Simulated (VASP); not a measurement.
PrHRh3: single point with PBE

The system is PrHRh3.

```
CELL_PARAMETERS angstrom
3.52421 0.00000 0.00000
0.00000 3.52421 0.00000
0.00000 0.00000 6.13875
ATOMIC_POSITIONS crystal
Pr 0.50000 0.50000 0.50000
H 0.00000 0.00000 0.50000
Rh 0.50000 0.50000 0.00000
Rh 0.00000 0.00000 0.79792
Rh 0.00000 0.00000 0.20208
```

The cell was generated, and may not be a known phase.

| Quantity | Value |
| --- | --- |
| Program | VASP 6.6.1 |
| Task | single point |
| Functional | PBE |
| Potentials or basis | VASP PAW PBE potentials, release 64 (Pr, H, Rh_pv) |
| Cutoff | 520 eV |
| k mesh | 6 × 6 × 4 |
| Occupations | gaussian, width 0.1 eV |
| Spin | collinear spin, ferromagnetic start |
| Starting moments | [0.0, 0.0, 1.0, 1.0, 1.0] μB |
| Dipole correction | no |
| Further INCAR settings | ALGO = Normal; EDIFF = 1e-07; NBANDS = 42 |

```yaml
Pressure: -5.5 GPa
Largest_force: 0.664 eV/Å
Net_moment: 0.04 μB per cell
Site_moments: Pr +0.04; H -0.00; Rh +0.01, +0.00 (each value once) μB
Valence_electrons_inside_the_program's_atomic_spheres: Pr 9.93; H 0.56; Rh 13.64, 13.78 (each value once)
```

Forces in eV/Å, atoms in the order of the input:
```
Pr   0.000  0.000  0.000
H    0.000  0.000  0.000
Rh   0.000  0.000  0.000
Rh   0.000  0.000 -0.664
Rh   0.000  0.000  0.664
```

Stress tensor (GPa, compression positive):
```
-5.77  0.00  0.00
 0.00 -5.77  0.00
 0.00  0.00 -5.02
```

Levels at points of the mesh, in eV from the Fermi level:
Spin up:
| k point | band 27 | band 28 | band 29 | band 30 | band 31 | band 32 |
| --- | --- | --- | --- | --- | --- | --- |
| (0.00, 0.00, 0.00) | -1.01 | -0.94 | -0.94 | 0.11 | 0.11 | 0.24 |
| (0.50, 0.00, 0.00) | -0.72 | -0.26 | -0.20 | 0.17 | 0.26 | 0.37 |
| (0.50, 0.50, 0.00) | -0.55 | -0.52 | -0.30 | -0.12 | -0.12 | 0.24 |
| (0.00, 0.00, 0.50) | -1.02 | -1.02 | -0.41 | 0.30 | 0.32 | 0.32 |
| (0.50, 0.00, 0.50) | -0.35 | -0.25 | 0.00 | 0.18 | 0.32 | 0.45 |
| (0.50, 0.50, 0.50) | -0.55 | -0.54 | -0.54 | -0.54 | -0.03 | -0.03 |
Spin down:
```tsv
k point	band 27	band 28	band 29	band 30	band 31	band 32	band 33	band 34
(0.00, 0.00, 0.00)	-1.01	-0.93	-0.88	-0.21	0.27	0.38	0.38	0.45
(0.50, 0.00, 0.00)	-0.73	-0.19	0.00	0.15	0.22	0.36	0.43	0.55
(0.50, 0.50, 0.00)	-0.55	-0.53	-0.36	-0.23	0.14	0.34	0.34	0.45
(0.00, 0.00, 0.50)	-0.93	-0.93	-0.43	-0.06	-0.05	0.47	0.47	0.56
(0.50, 0.00, 0.50)	-0.52	-0.27	0.24	0.43	0.46	0.51	0.51	0.62
(0.50, 0.50, 0.50)	-0.57	-0.57	-0.56	-0.54	-0.20	0.25	0.31	0.42
```

Run time: 6.9 min on 1 thread of Intel(R) Xeon(R) Platinum 8488C (Sapphire Rapids), on a shared host, peak memory 0.32 GiB.

Caveat: the magnetic or orbital state may not be the lowest; the cell stands under tension; the moments typed at the start vanished in this run; spin-orbit coupling is left out, which moves the levels of the heavy elements; semilocal functionals describe open f shells poorly, which spoils levels, moments and volumes. The state reached can hang on the start; a lower one may exist.
